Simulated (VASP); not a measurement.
The system is Fe.

```xyz
1
Lattice="-1.4892 1.4892 1.3820 1.4892 -1.4892 1.3820 1.4892 1.4892 -1.3820" Properties=species:S:1:pos:R:3 pbc="T T T"
Fe    0.0000    0.0000    0.0000
```

This cell differs from its parent crystal: volume 12.259 Å^3 an atom, c/a of the conventional cell 0.9280.

Base run:

```yaml
Program: VASP 6.6.1
Functional: PBE
Potentials_or_basis: VASP PAW PBE potentials, release 64 (Fe_sv)
Cutoff: 600 eV
k_mesh: 12 × 12 × 12
Occupations: gaussian, width 0.15 eV
Spin: collinear spin, ferromagnetic start
Starting_moments: "[2.44] μB"
```

Its results: pressure -13.4 GPa; net moment 2.39 μB per cell; site moments Fe +2.39 μB.

Question: The run is repeated on the same cell with these changes: potentials or basis from VASP PAW PBE potentials, release 64 (Fe_sv) to VASP PAW PBE potentials, release 64 (Fe); cutoff from 600 eV to 520 eV; further incar settings from ALGO = Normal; EDIFF = 1e-06; NBANDS = 18 to ALGO = Normal; EDIFF = 1e-06; NBANDS = 14; valence electrons from 16 to 8. What comes out?

Answer: Pressure -9.6 GPa; net moment 2.41 μB per cell; site moments Fe +2.42 μB.
